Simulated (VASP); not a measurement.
NbB2:

```
Nb B
1.0
     3.08600    0.00000    0.00000
    -1.54300    2.67255    0.00000
     0.00000    0.00000    3.30600
Nb B
1 2
Direct
  0.00000 0.00000 0.00000
  0.33333 0.66667 0.50000
  0.66667 0.33333 0.50000
```

| Quantity | Value |
| --- | --- |
| Program | VASP 6.6.1 |
| Task | relaxation of cell and atoms |
| Functional | LDA |
| Potentials or basis | VASP PAW LDA potentials, release 64 (Nb_sv, B) |
| Cutoff | 600 eV |
| k mesh | 15 × 15 × 12 |
| Occupations | gaussian, width 0.1 eV |
| Spin | no spin polarisation |

At the start: pressure -5.0 GPa; volume 9.09 Å³/atom.

**Question.** How do energy, volume and symmetry change on relaxing?

**Answer.** Over 6 steps the energy falls by 2.5 meV/atom and the volume is 8.94 Å³/atom (-1.7 %); space group P6/mmm (No. 191, to 0.05 Å).

Step by step:
```tsv
step	energy change (eV)	largest force (eV/Å)	pressure (GPa)	volume (Å³)
1	0.0000	0.0000	-5.00	27.27
2	0.0090	0.0000	8.18	26.16
3	-0.0072	0.0000	0.05	26.82
4	-0.0072	0.0000	0.10	26.81
5	-0.0075	0.0000	0.09	26.81
6	-0.0075	0.0000	0.07	26.81
```

Final structure:
```
Nb B
1.0
     3.07395    0.00000    0.00000
    -1.53698    2.66212    0.00000
     0.00000    0.00000    3.27606
Nb B
1 2
Cartesian
  -1.5370 2.6621 0.0000
  0.0000 1.7747 1.6380
  1.5370 0.8874 1.6380
```
